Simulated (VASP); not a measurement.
A run of VASP 6.6.1 is set up as follows.

The input INCAR:

```
PREC = Accurate ; ENCUT = 520
EDIFF = 1E-6 ; ISMEAR = 0
SIGMA = 0.05 ; LREAL = False
LASPH = True ; NELM = 60
ALGO = Normal ; ISIF = 2
LWAVE = False ; LCHARG = False
NBANDS = 11
```

File KPOINTS:

```
Automatic mesh
0
Gamma
  12 12 12
```

The input POSCAR:

```
C
1.0
    1.2280263465      0.7090013417      3.3470108394
   -1.2280263465      0.7090013417      3.3470108394
    0.0000000000     -1.4180026834      3.3470108394
C
2
Direct
    0.1341225945      0.1341225945      0.1341225945
    0.8360000000      0.8360000000      0.8360000000
```

Potentials or basis: VASP PAW LDA potentials, release 64 (C).

The run is started by

```sh
$ cat potpaw_LDA.64/C/POTCAR > POTCAR
$ mpirun -np 1 vasp_std > vasp.out
```

(1) Estimate the pressure.

(2) Predict the largest force.

## Answers

(1) -10.7 GPa.

(2) 5.983 eV/Å.

Caveat: the cell differs from its parent crystal (atom 1 (C) moved by (+0.000, -0.300) A along [1 1 0] and z); the stress differs along the axes, from -24 to -4 GPa; forces of over 1 eV/Å act on the atoms, so gaps and moduli don't describe the material at rest.
